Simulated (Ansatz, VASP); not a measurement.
## One calculation of SiC, two programs

File INCAR:

```
  PREC = Accurate
  ENCUT = 520
  EDIFF = 1E-6
  ISMEAR = -1
  SIGMA = 0.05
  LREAL = F
  LASPH = T
  NELM = 60
  ALGO = Normal
  ISIF = 2
  LWAVE = F
  LCHARG = F
  GGA = RP
  IVDW = 13
  NBANDS = 16
```

Contents of KPOINTS:

```
regular mesh
0
Gamma
  10 10 5
```

POSCAR

```
SiC
1.0
    3.0760000000      0.0000000000      0.0000000000
   -1.5380000000      2.6638941420      0.0000000000
    0.0000000000      0.0000000000      5.0480000000
Si C
2 2
Direct
    0.6666666667      0.3333333333      0.5000000000
    0.3333333333      0.6666666667      0.0000000000
    0.6666666667      0.3333333333      0.8850000000
    0.3333333333      0.6666666667      0.3850000000
```

File input.yaml:

```yaml
crystal:
  lattice:
    - [3.076, 0.0, 0.0]
    - [-1.538, 2.663894142, 0.0]
    - [0.0, 0.0, 5.048]
  atoms:
    - { symbol: Si, position: [0.6666666667, 0.3333333333, 0.5] }
    - { symbol: Si, position: [0.3333333333, 0.6666666667, 0.0] }
    - { symbol: C, position: [0.6666666667, 0.3333333333, 0.885] }
    - { symbol: C, position: [0.3333333333, 0.6666666667, 0.385] }
hamiltonian:
  xc: rpbe
  pseudopotentials: { kind: paw }
  dispersion: d4
kpoints:
  mp_grid: { grid: [10, 10, 5] }
scf:
  occupations: { method: fermi_dirac, width: 0.05 }
output:
  forces: true
  stress: true
  eigenvalues: true
```

Alike in both runs: task single point; functional RPBE; dispersion D4; k mesh 10 × 10 × 5; occupations fermi-dirac, width 0.05 eV; no spin polarisation.

|  | VASP | Ansatz |
| --- | --- | --- |
| version | VASP 6.6.1 | Ansatz 0.2.0 |
| potentials or method | VASP PAW PBE potentials, release 64 (Si, C) | Ansatz PAW |
| plane-wave cutoff (eV) | 520 | 420 |
| valence electrons in the cell | 16 | 16 |

Ansatz gave:

| Quantity | Value |
| --- | --- |
| gap on the k mesh at the Fermi level (eV) | 2.52 |
| least direct gap on the mesh (eV) | 4.12 |
| pressure (GPa) | -2.9 |
| traceless stress, the component that is largest in VASP (GPa) | -3.00 |
| rms of the force components (eV/Å) | 0.427 |

Task: Which values does VASP return?

Result: gap on the k mesh at the Fermi level (eV): 2.52; least direct gap on the mesh (eV): 4.11; pressure (GPa): -3.5; traceless stress, the component that is largest in VASP (GPa): -2.96; rms of the force components (eV/Å): 0.427.

VASP's potentials were made for PBE, not for RPBE. Atom by atom the forces differ by 0.000 eV/Å (rms over components).

Noted on Ansatz's run: odd divisions of the mesh miss points on the zone boundary, where band edges often lie, so the gap on the mesh can be too wide.
